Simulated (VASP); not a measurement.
# TaRu in VASP: a series of runs, part 2 of 2

VASP 6.6.1. Earlier steps stand in the parts before.

## (3) Single point, LDA (volume scaled by 1.06)

INCAR

```
ALGO     = Normal         # electronic algorithm
EDIFF    = 1E-6           # SCF threshold, eV
ENCUT    = 520            # plane-wave cutoff, eV
GGA      = CA             # functional
ISIF     = 2              # what is computed and relaxed
ISMEAR   = -1             # smearing method
LASPH    = T              # aspherical terms in the spheres
LCHARG   = T              # write CHGCAR
LELF     = T              # ELF
LREAL    = F              # projectors in reciprocal space
LVHAR    = T            
LWAVE    = F              # write WAVECAR
NBANDS   = 20             # bands
NELM     = 100            # most SCF steps
PREC     = Accurate       # precision mode
SIGMA    = 0.03           # smearing width, eV
```

KPOINTS

```
k-points
0
Gamma
  13 13 13
```

POSCAR

```
TaRu
1.0
    3.2495060651      0.0000000000      0.0000000000
    0.0000000000      3.2495060651      0.0000000000
    0.0000000000      0.0000000000      3.2495060651
Ta Ru
1 1
Direct
    0.5000000000      0.5000000000      0.5000000000
    0.0000000000      0.0000000000      0.0000000000
```

Potentials or basis: VASP PAW LDA potentials, release 64 (Ta_pv, Ru_pv).

Launch:

```sh
$ cat potpaw_LDA.64/Ta_pv/POTCAR potpaw_LDA.64/Ru_pv/POTCAR > POTCAR
$ mpirun -np 1 vasp_std > vasp.out
```

OUTCAR:

```text
EDIFF = 1E-6
   ENCUT = 520
   GGA = CA
   ISIF = 2
   ISMEAR = -1
   LASPH = T
   LREAL = F
   NELM = 100
   PREC = Accurate

 ion  position               nearest neighbor table
   1  0.500  0.500  0.500-   2 2.81   2 2.81   2 2.81   2 2.81   2 2.81   2 2.81   2 2.81   2 2.81

   2  0.000  0.000  0.000-   1 2.81   1 2.81   1 2.81   1 2.81   1 2.81   1 2.81   1 2.81   1 2.81

  LATTYP: Found a simple cubic cell.
 ALAT       =     3.2495060651

  Lattice vectors:

 A1 = (   3.2495060651,   0.0000000000,   0.0000000000)
 A2 = (   0.0000000000,   3.2495060651,   0.0000000000)
 A3 = (   0.0000000000,   0.0000000000,   3.2495060651)

Analysis of symmetry for initial positions (statically):
=====================================================================
 Subroutine PRICEL returns:
 Original cell was already a primitive cell.

 Routine SETGRP: Setting up the symmetry group for a
 simple cubic supercell.

 Subroutine GETGRP returns: Found 48 space group operations
 (whereof 48 operations were pure point group operations)
 out of a pool of 48 trial point group operations.

The static configuration has the point symmetry O_h .

Analysis of symmetry for dynamics (positions and initial velocities):
=====================================================================
 Subroutine PRICEL returns:
 Original cell was already a primitive cell.

 Routine SETGRP: Setting up the symmetry group for a
 simple cubic supercell.

 Subroutine GETGRP returns: Found 48 space group operations
 (whereof 48 operations were pure point group operations)
 out of a pool of 48 trial point group operations.

The dynamic configuration has the point symmetry O_h .

[... 100 lines left out ...]
   EDIFFG = 0.1E-04   stopping-criterion for IOM
   NSW    =      0    number of steps for IOM
   IBRION =     -1    ionic relax: 0-MD 1-quasi-New 2-CG
   NFREE  =      0    steps in history (QN), initial steepest desc. (CG)
   ISIF   =      2    stress and relaxation
   ISYM   =      2    0-nonsym 1-usesym 2-fastsym
   POTIM  = 0.5000    time-step for ionic-motion
   TEBEG  =    0.0;   TEEND  =   0.0 temperature during run
   PSTRESS=    0.0 pullay stress
   NELECT =      25.0000    total number of electrons
   NUPDOWN=      -1.0000    fix difference up-down
   EMIN   =  10.00;   EMAX   =-10.00  energy-range for DOS
   EFERMI =   0.00;   METHOD = LEGACY
   ISMEAR =    -1;   SIGMA  =   0.03  broadening in eV -4-tet -1-fermi 0-gaus
   EFERMI_NEDOS =   21; number of points for ismear=-14 and -15
   IALGO  =     38    algorithm
   IMIX   =      4    mixing-type and parameters
     AMIX     =   0.40;   BMIX     =  1.00
     AMIX_MAG =   1.60;   BMIX_MAG =  1.00
  volume/ion in A,a.u.               =      17.16       115.78
  Fermi-wavevector in a.u.,A,eV,Ry     =   1.473118  2.783789 29.525678  2.170076
  Thomas-Fermi vector in A             =   2.588050
   LORBIT       =      0    0 simple, 1 ext, 2 COOP (PROOUT), +10 PAW based schemes
   GGA     = CA    functional components
   LHFCALC =     F    Hartree Fock is set to
   AEXX    =    0.0000 exact exchange contribution
   IVDW    =     0    specifies the selected vdW correction
   LEPSILON=     F    determine dielectric tensor
   LRPA    =     F    only Hartree local field effects (RPA)
 non-spin polarized calculation
  energy-cutoff  :      520.00
  volume of cell :       34.31
 maximum number of plane-waves:       942
   NGX = 13   NGY = 13   NGZ = 13

 number of electron      25.0000012 magnetization

 Free energy of the ion-electron system (eV)
  ---------------------------------------------------
  ext. energy  EPLUGINS =         0.00000000
  ---------------------------------------------------
  free energy    TOTEN  =       -23.64820431 eV

  energy without entropy =      -23.63624992  energy(sigma->0) =      -23.64222711

 E-fermi :   8.4016     XC(G=0): -13.0328

 val. band max:        8.3949853544   @ k =   0.4615   0.2308   0.0000
 cond. band min:       8.4099018196   @ k =   0.4615   0.1538   0.0769
 fundamental gap:      0.0149164652
 Fermi energy:         8.4016114522

 k-point     1 :       0.0000    0.0000    0.0000
  band No.  band energies     occupation
      1     -34.4286      2.00000
      2     -34.4286      2.00000
      3     -34.4286      2.00000
      4     -26.5734      2.00000
      5     -26.5734      2.00000
      6     -26.5734      2.00000
[... 541 lines left out ...]
     19      17.4429      0.00000
     20      18.4957      0.00000

 [... further k-points ...]
[... 5 lines left out ...]
  --------------------------------------------------------------------------------------
  -------------------------------------------------------------------------------------
  Total       -5.6689695     -5.6689695     -5.6689695     -0.0000000      0.0000000      0.0000000
  in kB     -264.7053076   -264.7053076   -264.7053076     -0.0000000      0.0000000      0.0000000
  external PRESSURE =    -264.7053076 kB  Pullay stress =       0.0000000 kB

 VOLUME and BASIS-vectors are now :
 -----------------------------------------------------------------------------
  energy-cutoff  :      520.00
  volume of cell :       34.31
      direct lattice vectors                 reciprocal lattice vectors
     3.249506065  0.000000000  0.000000000     0.307739078  0.000000000  0.000000000
     0.000000000  3.249506065  0.000000000     0.000000000  0.307739078  0.000000000
     0.000000000  0.000000000  3.249506065     0.000000000  0.000000000  0.307739078

 POSITION                                       TOTAL-FORCE (eV/Angst)
 -----------------------------------------------------------------------------------
      1.62475      1.62475      1.62475         0.000000      0.000000      0.000000
      0.00000      0.00000      0.00000         0.000000      0.000000      0.000000
 -----------------------------------------------------------------------------------
    total drift:                                0.000000      0.000000     -0.000000

  FREE ENERGIE OF THE ION-ELECTRON SYSTEM (eV)
  ---------------------------------------------------
  free  energy   TOTEN  =       -23.6482043075 eV

  energy  without entropy=      -23.6362499154  energy(sigma->0) =      -23.64222711
```

Run time: 88 s. Hardware: 1 thread of AMD EPYC 7R13, shared host; peak memory 0.14 GiB.

What came out:

* Free energy: -23.6482 eV
* Pressure: -26.5 GPa

Caveat: spin-orbit coupling is left out, which moves the levels of the heavy elements.

## (4) Single point, LDA (zz strain of -1 %)

INCAR

```
  PREC = Accurate
  ENCUT = 520
  EDIFF = 1E-6
  ISMEAR = -1
  SIGMA = 0.03
  LREAL = False
  LASPH = True
  NELM = 60
  ALGO = Normal
  ISIF = 2
  LWAVE = False
  LCHARG = False
  NBANDS = 20
```

KPOINTS

```
Automatic mesh
0
Gamma
  13 13 13
```

POSCAR

```
TaRu
1.0
    3.1870000000      0.0000000000      0.0000000000
    0.0000000000      3.1870000000      0.0000000000
    0.0000000000      0.0000000000      3.1551300000
Ta Ru
1 1
Direct
    0.5000000000      0.5000000000      0.5000000000
    0.0000000000      0.0000000000      0.0000000000
```

Potentials or basis: VASP PAW LDA potentials, release 64 (Ta_pv, Ru_pv).

Launch:

```sh
$ cat potpaw_LDA.64/Ta_pv/POTCAR potpaw_LDA.64/Ru_pv/POTCAR > POTCAR
$ mpirun -np 1 vasp_std > vasp.out
```

OUTCAR:

```text
PREC = Accurate
   ENCUT = 520
   EDIFF = 1E-6
   ISMEAR = -1
   LREAL = False
   LASPH = True
   NELM = 60
   ISIF = 2

 ion  position               nearest neighbor table
   1  0.500  0.500  0.500-   2 2.75   2 2.75   2 2.75   2 2.75   2 2.75   2 2.75   2 2.75   2 2.75

   2  0.000  0.000  0.000-   1 2.75   1 2.75   1 2.75   1 2.75   1 2.75   1 2.75   1 2.75   1 2.75

  LATTYP: Found a simple tetragonal cell.
 ALAT       =     3.1870000000
 C/A-ratio  =     0.9900000000

  Lattice vectors:

 A1 = (   3.1870000000,   0.0000000000,   0.0000000000)
 A2 = (   0.0000000000,   3.1870000000,   0.0000000000)
 A3 = (   0.0000000000,   0.0000000000,   3.1551300000)

Analysis of symmetry for initial positions (statically):
=====================================================================
 Subroutine PRICEL returns:
 Original cell was already a primitive cell.

 Routine SETGRP: Setting up the symmetry group for a
 simple tetragonal supercell.

 Subroutine GETGRP returns: Found 16 space group operations
 (whereof 16 operations were pure point group operations)
 out of a pool of 16 trial point group operations.

The static configuration has the point symmetry D_4h.

Analysis of symmetry for dynamics (positions and initial velocities):
=====================================================================
 Subroutine PRICEL returns:
 Original cell was already a primitive cell.

 Routine SETGRP: Setting up the symmetry group for a
 simple tetragonal supercell.

 Subroutine GETGRP returns: Found 16 space group operations
 (whereof 16 operations were pure point group operations)
 out of a pool of 16 trial point group operations.

The dynamic configuration has the point symmetry D_4h.

 Subroutine INISYM returns: Found 16 space group operations
 (whereof 16 operations are pure point group operations),
 and found     1 'primitive' translations
[... 102 lines left out ...]
   ISYM   =      2    0-nonsym 1-usesym 2-fastsym
   POTIM  = 0.5000    time-step for ionic-motion
   TEBEG  =    0.0;   TEEND  =   0.0 temperature during run
   PSTRESS=    0.0 pullay stress
   NELECT =      25.0000    total number of electrons
   NUPDOWN=      -1.0000    fix difference up-down
   EMIN   =  10.00;   EMAX   =-10.00  energy-range for DOS
   EFERMI =   0.00;   METHOD = LEGACY
   ISMEAR =    -1;   SIGMA  =   0.03  broadening in eV -4-tet -1-fermi 0-gaus
   EFERMI_NEDOS =   21; number of points for ismear=-14 and -15
   IALGO  =     38    algorithm
   IMIX   =      4    mixing-type and parameters
     AMIX     =   0.40;   BMIX     =  1.00
     AMIX_MAG =   1.60;   BMIX_MAG =  1.00
  volume/ion in A,a.u.               =      16.02       108.13
  Fermi-wavevector in a.u.,A,eV,Ry     =   1.507050  2.847912 30.901554  2.271200
  Thomas-Fermi vector in A             =   2.617687
   LORBIT       =      0    0 simple, 1 ext, 2 COOP (PROOUT), +10 PAW based schemes
   GGA     = CA    functional components
   LHFCALC =     F    Hartree Fock is set to
   AEXX    =    0.0000 exact exchange contribution
   IVDW    =     0    specifies the selected vdW correction
   LEPSILON=     F    determine dielectric tensor
   LRPA    =     F    only Hartree local field effects (RPA)
 non-spin polarized calculation
  energy-cutoff  :      520.00
  volume of cell :       32.05
 maximum number of plane-waves:       884
 NGX is ok and might be reduce to    24
   NGX = 11   NGY = 11   NGZ = 11

 number of electron      24.9999991 magnetization

 Free energy of the ion-electron system (eV)
  ---------------------------------------------------
  ext. energy  EPLUGINS =         0.00000000
  ---------------------------------------------------
  free energy    TOTEN  =       -23.93607538 eV

  energy without entropy =      -23.92614045  energy(sigma->0) =      -23.93110791

 E-fermi :   9.2888     XC(G=0): -13.4070

 val. band max:        9.2819343555   @ k =   0.1538   0.0000   0.3846
 cond. band min:       9.2918391928   @ k =   0.3846   0.3077   0.4615
 fundamental gap:      0.0099048373
 Fermi energy:         9.2887586193

 k-point     1 :       0.0000    0.0000    0.0000
  band No.  band energies     occupation
      1     -33.6807      2.00000
      2     -33.6807      2.00000
      3     -33.6789      2.00000
      4     -25.5582      2.00000
      5     -25.5582      2.00000
      6     -25.5467      2.00000
[... 541 lines left out ...]
     19      19.0901      0.00000
     20      19.2729      0.00000

 [... further k-points ...]
[... 5 lines left out ...]
  --------------------------------------------------------------------------------------
  -------------------------------------------------------------------------------------
  Total       -2.5228472     -2.5228472     -2.9405537      0.0000000      0.0000000      0.0000000
  in kB     -126.1305064   -126.1305064   -147.0138692      0.0000000      0.0000000      0.0000000
  external PRESSURE =    -133.0916273 kB  Pullay stress =       0.0000000 kB

 VOLUME and BASIS-vectors are now :
 -----------------------------------------------------------------------------
  energy-cutoff  :      520.00
  volume of cell :       32.05
      direct lattice vectors                 reciprocal lattice vectors
     3.187000000  0.000000000  0.000000000     0.313774710  0.000000000  0.000000000
     0.000000000  3.187000000  0.000000000     0.000000000  0.313774710  0.000000000
     0.000000000  0.000000000  3.155130000     0.000000000  0.000000000  0.316944151

 POSITION                                       TOTAL-FORCE (eV/Angst)
 -----------------------------------------------------------------------------------
      1.59350      1.59350      1.57757         0.000000      0.000000      0.000000
      0.00000      0.00000      0.00000         0.000000      0.000000      0.000000
 -----------------------------------------------------------------------------------
    total drift:                                0.000000      0.000000     -0.000000

  FREE ENERGIE OF THE ION-ELECTRON SYSTEM (eV)
  ---------------------------------------------------
  free  energy   TOTEN  =       -23.9360753769 eV

  energy  without entropy=      -23.9261404521  energy(sigma->0) =      -23.93110791
```

stdout:

```text
POSCAR found type information on POSCAR TaRu
 POSCAR found :  2 types and       2 ions
 scaLAPACK will be used
 LDA part: xc-table for (Slater(with rela. corr.)+CA(PZ))
 , standard interpolation
 POSCAR, INCAR and KPOINTS ok, starting setup
 FFT: planning ... GRIDC
 FFT: planning ... GRID_SOFT
 FFT: planning ... GRID
 WAVECAR not read
 entering main loop
```

Wall time 100 s (1 thread of Intel Xeon 8259CL, shared host); peak memory 0.23 GiB.

Results:

```yaml
Free_energy: -23.9361 eV
Pressure: -13.3 GPa
```

Stress tensor (GPa, compression positive):
```
-12.61   0.00   0.00
  0.00 -12.61   0.00
  0.00   0.00 -14.70
```

Caveat: the cell differs from its parent crystal (zz strain of -1 %); spin-orbit coupling is left out, which moves the levels of the heavy elements.

## (5) Overview

| cell | gap on the mesh (eV) | pressure (GPa) |
| --- | --- | --- |
| a = 3.229 Å, 2 atoms | none | -23.2 |
| a = 3.250 Å, 2 atoms | none | -26.5 |
| a = 3.187, b = 3.187, c = 3.155 Å, 2 atoms | none | -13.3 |

Alike in all rows: task single point; level LDA; potentials or basis VASP PAW LDA potentials, release 64 (Ta_pv, Ru_pv); no spin polarisation; k mesh 13 × 13 × 13; cutoff (eV) 520; smearing fermi-dirac 0.03 eV.

Caveats: spin-orbit coupling is left out, which moves the levels of the heavy elements.

Absolute energies hang on the potentials; compare differences alone.
